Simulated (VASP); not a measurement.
Input of a VASP 6.6.1 run:

Contents of INCAR:

```
PREC = Accurate
ENCUT = 520
EDIFF = 1E-7
ISMEAR = -1
SIGMA = 0.05
LREAL = F
LASPH = T
NELM = 80
ALGO = Normal
ISIF = 2
LWAVE = F
LCHARG = F
GGA = PE
NBANDS = 12
```

File KPOINTS:

```
regular mesh
0
Gamma
  8 8 8
```

The input POSCAR:

```
Sb
1.0
    2.1893655754      1.2640308043      3.8454313014
   -2.1893655754      1.2640308043      3.8454313014
    0.0000000000     -2.5280616086      3.8454313014
Sb
2
Direct
    0.7676637615      0.7676637615      0.7676637615
    0.2323362385      0.2323362385      0.2323362385
```

Potentials or basis: VASP PAW PBE potentials, release 64 (Sb).

Command:

```console
$ cat potpaw_PBE.64/Sb/POTCAR > POTCAR
$ mpirun -np 1 vasp_std > vasp.out
```

Task: Predict the largest force.

Result: 0.034 eV/Å.

Task: Estimate the band gap on the k mesh.

Result: Zero (band 5 reaches 6.67 eV, above the bottom of band 6 at 6.38 eV).

Task: What does it give for the pressure?

Result: 0.0 GPa.

Forces on the atoms (eV/Å):
```
Sb   0.000  0.000 -0.034
Sb   0.000  0.000  0.034
```

Caveat: spin-orbit coupling is left out, which moves the levels of the heavy elements.
